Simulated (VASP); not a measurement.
# BN (P6_3/mmc) in VASP: relaxation of cell and atoms with PBE

Aim: the relaxation of cell and atoms of BN with PBE.

Everything below comes from runs of VASP 6.6.1. Logs are shortened: lines on timing, memory, paths and dates and some standing lists are left out, and cuts for length are marked.

## 1. The cell of the first run

The structure is hexagonal, space group P6_3/mmc (No. 194). Conventional cell: a = 2.512 Å, b = 2.512 Å, c = 8.344 Å, α = 90.00°, β = 90.00°, γ = 120.00°. Within 1.9 Å of B (site symmetry -6m2) lie 3 N at 1.45 Å. Within 1.9 Å of N (site symmetry -6m2) lie 3 B at 1.45 Å.

## 2. Relaxation of cell and atoms, PBE

INCAR reads:

```
SYSTEM = BN
  PREC = Accurate
  ENCUT = 1330
  EDIFF = 1E-7
  ISMEAR = 0
  SIGMA = 0.02
  LREAL = .FALSE.
  LASPH = .TRUE.
  NELM = 120
  ALGO = Normal
  ISIF = 3
  LWAVE = .FALSE.
  LCHARG = .FALSE.
  GGA = PE
  IBRION = 2
  NSW = 100
  EDIFFG = -0.005
  GGA_COMPAT = .FALSE.
  NELMIN = 4
```

KPOINTS reads:

```
Automatic mesh
0
G
  12 12 4
  0 0 0
```

POSCAR reads:

```
BN
1.0
    2.5121751215      0.0000000000      0.0000000000
   -1.2560875608      2.1756074740      0.0000000000
    0.0000000000      0.0000000000      8.3436910039
B N
2 2
Direct
    0.3333333333      0.6666666667      0.2500000000
    0.6666666667      0.3333333333      0.7500000000
    0.3333333333      0.6666666667      0.7500000000
    0.6666666667      0.3333333333      0.2500000000
```

Potentials or basis: VASP PAW PBE potentials, release 64 (B_h, N_h).

Command:

```
> cat potpaw_PBE.64/B_h/POTCAR potpaw_PBE.64/N_h/POTCAR > POTCAR
> mpirun -np 1 vasp_std > vasp.out
```

OUTCAR:

```text
SYSTEM = BN
   PREC = Accurate
   ENCUT = 1330
   EDIFF = 1E-7
   ISMEAR = 0
   LREAL = .FALSE.
   LASPH = .TRUE.
   NELM = 120
   ISIF = 3
   GGA = PE
   IBRION = 2
   NSW = 100
   EDIFFG = -0.005
   NELMIN = 4

 ion  position               nearest neighbor table
   1  0.333  0.667  0.250-   4 1.45   4 1.45   4 1.45
   2  0.667  0.333  0.750-   3 1.45   3 1.45   3 1.45
   3  0.333  0.667  0.750-   2 1.45   2 1.45   2 1.45
   4  0.667  0.333  0.250-   1 1.45   1 1.45   1 1.45

  LATTYP: Found a hexagonal cell.
 ALAT       =     2.5121751215
 C/A-ratio  =     3.3213015018

  Lattice vectors:

 A1 = (   2.5121751215,   0.0000000000,   0.0000000000)
 A2 = (  -1.2560875608,   2.1756074740,   0.0000000000)
 A3 = (   0.0000000000,   0.0000000000,   8.3436910039)

Analysis of symmetry for initial positions (statically):
=====================================================================
 Subroutine PRICEL returns:
 Original cell was already a primitive cell.

 Routine SETGRP: Setting up the symmetry group for a
 hexagonal supercell.

 Subroutine GETGRP returns: Found 24 space group operations
 (whereof 12 operations were pure point group operations)
 out of a pool of 24 trial point group operations.

The static configuration has the point symmetry D_3d.
 The point group associated with its full space group is D_6h.

Analysis of symmetry for dynamics (positions and initial velocities):
=====================================================================
 Subroutine PRICEL returns:
 Original cell was already a primitive cell.

 Routine SETGRP: Setting up the symmetry group for a
 hexagonal supercell.

 Subroutine GETGRP returns: Found 24 space group operations
 (whereof 12 operations were pure point group operations)
 out of a pool of 24 trial point group operations.

The dynamic configuration has the point symmetry D_3d.
 The point group associated with its full space group is D_6h.

 Subroutine INISYM returns: Found 24 space group operations
 (whereof 12 operations are pure point group operations),
 and found     1 'primitive' translations

----------------------------------------------------------------------------------------

                                     Primitive cell

  volume of cell :      45.6025

  direct lattice vectors                    reciprocal lattice vectors
     2.512175121  0.000000000  0.000000000     0.398061422  0.229820869  0.000000000
    -1.256087561  2.175607474  0.000000000     0.000000000  0.459641738  0.000000000
     0.000000000  0.000000000  8.343691004     0.000000000  0.000000000  0.119851035

  length of vectors
     2.512175121  2.512175122  8.343691004     0.459641738  0.459641738  0.119851035

  position of ions in fractional coordinates (direct lattice)
     0.333333333  0.666666667  0.250000000
     0.666666667  0.333333333  0.750000000
     0.333333333  0.666666667  0.750000000
     0.666666667  0.333333333  0.250000000

  ion indices of the primitive-cell ions
   primitive index   ion index
                 1           1
                 2           2
                 3           3
                 4           4

----------------------------------------------------------------------------------------

 KPOINTS: Automatic mesh

Automatic generation of k-mesh.
 Grid dimensions read from file:
 generate k-points for:   12   12    4

 Generating k-lattice:

  Cartesian coordinates                     Fractional coordinates (reciprocal lattice)
     0.033171785  0.019151739  0.000000000     0.083333333  0.000000000  0.000000000
     0.000000000  0.038303478  0.000000000     0.000000000  0.083333333  0.000000000
     0.000000000  0.000000000  0.029962759     0.000000000  0.000000000  0.250000000

  Length of vectors
     0.038303478  0.038303478  0.029962759

  Shift w.r.t. Gamma in fractional coordinates (k-lattice)
     0.000000000  0.000000000  0.000000000

 Subroutine IBZKPT returns following result:
 ===========================================

 Found     57 irreducible k-points:

 Following reciprocal coordinates:
            Coordinates               Weight
  0.000000  0.000000  0.000000      1.000000
  0.083333 -0.000000  0.000000      6.000000
  0.166667  0.000000  0.000000      6.000000
  0.250000 -0.000000  0.000000      6.000000
  0.333333 -0.000000  0.000000      6.000000
  0.416667 -0.000000  0.000000      6.000000
[... 16 lines left out ...]
  0.250000 -0.000000  0.250000     12.000000
  0.333333 -0.000000  0.250000     12.000000
 [... further k-points ...]
   k-points           NKPTS =     57   k-points in BZ     NKDIM =     57   number of bands    NBANDS=     12
   number of dos      NEDOS =    301   number of ions     NIONS =      4
   total plane-waves  NPLWV =  90000
   dimension x,y,z NGX =    30 NGY =   30 NGZ =  100
   dimension x,y,z NGXF=    60 NGYF=   60 NGZF=  200
   ions per type =               2   2
   NGX,Y,Z   is equivalent  to a cutoff of  19.85, 19.85, 19.92 a.u.
   NGXF,Y,Z  is equivalent  to a cutoff of  39.71, 39.71, 39.85 a.u.
 SYSTEM =  BN
   PREC   = accura    normal or accurate (medium, high low for compatibility)
   ISTART =      0    job   : 0-new  1-cont  2-samecut
   ICHARG =      2    charge: 1-file 2-atom 10-const
   ISPIN  =      1    spin polarized calculation?
   LNONCOLLINEAR =      F non collinear calculations
   LSORBIT =      F    spin-orbit coupling
   LASPH  =      T    aspherical Exc in radial PAW
   ENCUT  = 1330.0 eV  97.75 Ry    9.89 a.u.   7.47  7.47 24.81*2*pi/ulx,y,z
   NELM   =    120;   NELMIN=  4; NELMDL= -5     # of ELM steps
   EDIFF  = 0.1E-06   stopping-criterion for ELM
   LREAL  =      F    real-space projection
   EDIFFG = -.5E-02   stopping-criterion for IOM
   NSW    =    100    number of steps for IOM
   IBRION =      2    ionic relax: 0-MD 1-quasi-New 2-CG
   NFREE  =      1    steps in history (QN), initial steepest desc. (CG)
   ISIF   =      3    stress and relaxation
   ISYM   =      2    0-nonsym 1-usesym 2-fastsym
   POTIM  = 0.5000    time-step for ionic-motion
   TEBEG  =    0.0;   TEEND  =   0.0 temperature during run
   PSTRESS=    0.0 pullay stress
   NELECT =      16.0000    total number of electrons
   NUPDOWN=      -1.0000    fix difference up-down
   EMIN   =  10.00;   EMAX   =-10.00  energy-range for DOS
   EFERMI =   0.00;   METHOD = LEGACY
   ISMEAR =     0;   SIGMA  =   0.02  broadening in eV -4-tet -1-fermi 0-gaus
   EFERMI_NEDOS =   21; number of points for ismear=-14 and -15
   IALGO  =     38    algorithm
   IMIX   =      4    mixing-type and parameters
     AMIX     =   0.40;   BMIX     =  1.00
     AMIX_MAG =   1.60;   BMIX_MAG =  1.00
  volume/ion in A,a.u.               =      11.40        76.94
  Fermi-wavevector in a.u.,A,eV,Ry     =   1.154654  2.181980 18.139645  1.333226
  Thomas-Fermi vector in A             =   2.291289
   LORBIT       =      0    0 simple, 1 ext, 2 COOP (PROOUT), +10 PAW based schemes
   GGA     = PE    functional components
   LHFCALC =     F    Hartree Fock is set to
   AEXX    =    0.0000 exact exchange contribution
   IVDW    =     0    specifies the selected vdW correction
   LEPSILON=     F    determine dielectric tensor
   LRPA    =     F    only Hartree local field effects (RPA)
 conjugate gradient relaxation of ions
 non-spin polarized calculation
 Gauss-broadening in eV      SIGMA  =   0.02
  energy-cutoff  :     1330.00
  volume of cell :       45.60
 maximum number of plane-waves:      5060
 NGX is ok and might be reduce to    30
   NGX = 15   NGY = 15   NGZ = 49

--------------------------------------- Ionic step        1  -------------------------------------------

 number of electron      16.0000000 magnetization

 Free energy of the ion-electron system (eV)
  ---------------------------------------------------
  ext. energy  EPLUGINS =         0.00000000
  ---------------------------------------------------
  free energy    TOTEN  =       -35.25467539 eV

  energy without entropy =      -35.25467539  energy(sigma->0) =      -35.25467539

------------------------ aborting loop because EDIFF is reached ----------------------------------------

  FORCE on cell =-STRESS in cart. coord.  units (eV):
  Direction    XX          YY          ZZ          XY          YZ          ZX
  --------------------------------------------------------------------------------------
  -------------------------------------------------------------------------------------
  Total       -0.0687790     -0.0687790     -0.0320765      0.0000000      0.0000000      0.0000000
  in kB       -2.4164500     -2.4164500     -1.1269617      0.0000000      0.0000000      0.0000000
  external PRESSURE =      -1.9866206 kB  Pullay stress =       0.0000000 kB
[... 251 lines left out ...]
  energy  without entropy=      -35.2549309838  energy(sigma->0) =      -35.25493098

--------------------------------------- Ionic step        8  -------------------------------------------

 number of electron      16.0000000 magnetization

 Free energy of the ion-electron system (eV)
  ---------------------------------------------------
  ext. energy  EPLUGINS =         0.00000000
  ---------------------------------------------------
  free energy    TOTEN  =       -35.25512447 eV

  energy without entropy =      -35.25512447  energy(sigma->0) =      -35.25512447

 E-fermi :   1.7244     XC(G=0):  -8.7471

 val. band max:        1.6122919027   @ k =   0.3333   0.3333   0.5000
 cond. band min:       6.0509526882   @ k =   0.0000   0.0000   0.0000
 fundamental gap:      4.4386607854
 Fermi energy:         1.7243747227

 k-point     1 :       0.0000    0.0000    0.0000
  band No.  band energies     occupation
      1     -16.0269      2.00000
      2     -15.9788      2.00000
      3      -3.9135      2.00000
      4      -3.2426      2.00000
      5       0.2599      2.00000
      6       0.2599      2.00000
      7       0.2634      2.00000
      8       0.2634      2.00000
      9       6.0510      0.00000
     10       9.5483      0.00000
     11      11.9008      0.00000
     12      13.1414      0.00000
[... 331 lines left out ...]
 k-point    24 :       0.3333   -0.0000    0.2500
  band No.  band energies     occupation
      1     -14.0858      2.00000
      2     -14.0628      2.00000
      3      -5.2452      2.00000
      4      -5.2397      2.00000
      5      -1.9627      2.00000
      6      -1.9579      2.00000
      7      -1.1368      2.00000
      8      -0.7731      2.00000
      9       8.5127      0.00000
     10       8.7035      0.00000
     11       9.8106      0.00000
     12      11.5131      0.00000

 [... further k-points ...]

------------------------ aborting loop because EDIFF is reached ----------------------------------------

  FORCE on cell =-STRESS in cart. coord.  units (eV):
  Direction    XX          YY          ZZ          XY          YZ          ZX
  --------------------------------------------------------------------------------------
  -------------------------------------------------------------------------------------
  Total        0.0029065      0.0029065     -0.0184390     -0.0000000      0.0000000      0.0000000
  in kB        0.1039710      0.1039710     -0.6596043     -0.0000000      0.0000000      0.0000000
  external PRESSURE =      -0.1505541 kB  Pullay stress =       0.0000000 kB
[... 19 lines left out ...]
  FREE ENERGIE OF THE ION-ELECTRON SYSTEM (eV)
  ---------------------------------------------------
  free  energy   TOTEN  =       -35.2551244716 eV

  energy  without entropy=      -35.2551244716  energy(sigma->0) =      -35.25512447

 reached required accuracy - stopping structural energy minimisation
```

It took 6.1 min on 1 thread of Intel Xeon Platinum 8488C (Sapphire Rapids), shared host; peak memory 0.35 GiB.

Results:

- Free energy: -35.2551 eV
- Relaxed volume: 11.20 Å³/atom
- Relaxed cell: a = 2.511 Å, b = 2.511 Å, c = 8.200 Å, α = 90.00°, β = 90.00°, γ = 120.00°
- Space group after relaxing (to 0.1 Å): P6_3/mmc (No. 194)
- Energy gained by relaxing: 0.1 meV/atom
- Ionic steps: 8
- Pressure after relaxing: 0.0 GPa
- Band gap on the k mesh: 4.44 eV (least direct gap 4.66 eV)

Step by step:
| step | energy change (eV) | largest force (eV/Å) | pressure (GPa) | volume (Å³) |
| --- | --- | --- | --- | --- |
| 1 | 0.0000 | 0.0000 | -0.20 | 45.60 |
| 2 | 0.0000 | 0.0000 | 0.27 | 45.51 |
| 3 | 0.0000 | 0.0000 | -0.02 | 45.57 |
| 4 | 0.0000 | 0.0000 | -0.01 | 45.55 |
| 5 | -0.0001 | 0.0000 | -0.01 | 45.50 |
| 6 | -0.0001 | 0.0000 | -0.01 | 45.40 |
| 7 | -0.0003 | 0.0000 | -0.02 | 45.19 |
| 8 | -0.0004 | 0.0000 | -0.02 | 44.79 |

Final structure:
```
B N
1.0
     2.51143    0.00000    0.00000
    -1.25571    2.17496    0.00000
     0.00000    0.00000    8.19959
B N
2 2
Direct
  0.33333 0.66667 0.25000
  0.66667 0.33333 0.75000
  0.33333 0.66667 0.75000
  0.66667 0.33333 0.25000
```

Caveat: this functional lacks dispersion, which binds layers or chains, so the pressure and a relaxed spacing across them are unreliable. A k mesh can miss the band edges.
